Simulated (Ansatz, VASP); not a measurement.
NaI in VASP and in Ansatz

Contents of INCAR:

```
PREC     = Accurate       # precision mode
ENCUT    = 520            # plane-wave cutoff, eV
EDIFF    = 1E-6           # SCF threshold, eV
ISMEAR   = 0              # smearing method
SIGMA    = 0.1            # smearing width, eV
LREAL    = F              # projectors in reciprocal space
LASPH    = T              # aspherical terms in the spheres
NELM     = 80             # most SCF steps
ALGO     = Normal         # electronic algorithm
ISIF     = 2              # what is computed and relaxed
LWAVE    = F              # write WAVECAR
LCHARG   = F              # write CHGCAR
GGA      = PE             # functional
NBANDS   = 14             # bands
```

File KPOINTS:

```
regular mesh
0
Gamma
  7 7 7
```

Contents of POSCAR:

```
NaI
1.0
    0.0000000000      3.2364000000      3.2364000000
    3.2364000000      0.0000000000      3.2364000000
    3.2364000000      3.2364000000      0.0000000000
I Na
1 1
Direct
    0.5000000000      0.5000000000      0.5000000000
    0.0000000000      0.0000000000      0.0000000000
```

The input input.yaml:

```yaml
crystal:
  lattice:
    - [0.0, 3.2364, 3.2364]
    - [3.2364, 0.0, 3.2364]
    - [3.2364, 3.2364, 0.0]
  atoms:
    - { symbol: I, position: [0.5, 0.5, 0.5] }
    - { symbol: Na, position: [0.0, 0.0, 0.0] }
hamiltonian:
  xc: pbe
  pseudopotentials: { kind: paw }
kpoints:
  mp_grid: { grid: [7, 7, 7] }
scf:
  occupations: { method: gaussian, width: 0.1 }
output:
  forces: true
  stress: true
  eigenvalues: true
```

Alike in both runs: task single point; functional PBE; k mesh 7 × 7 × 7; occupations gaussian, width 0.1 eV; no spin polarisation.

|  | VASP | Ansatz |
| --- | --- | --- |
| version | VASP 6.6.1 | Ansatz 0.2.0 |
| potentials or method | VASP PAW PBE potentials, release 64 (I, Na_pv) | Ansatz PAW |
| plane-wave cutoff (eV) | 520 | 420 |
| valence electrons in the cell | 14 | 26 |

```tsv
	VASP	Ansatz	Ansatz less VASP
gap on the k mesh at the Fermi level (eV)	3.64	3.64	+0.004
least direct gap on the mesh (eV)	3.64	3.64	+0.004
pressure (GPa)	0.4	0.4	-0.03
```

VASP's potentials hold 14 valence electrons a cell and Ansatz's 26, so a difference there can come from the potentials and not from the codes.

Neither program's run includes spin-orbit coupling. Noted on Ansatz's run: odd divisions of the mesh miss points on the zone boundary, where band edges often lie, so the gap on the mesh can be too wide.
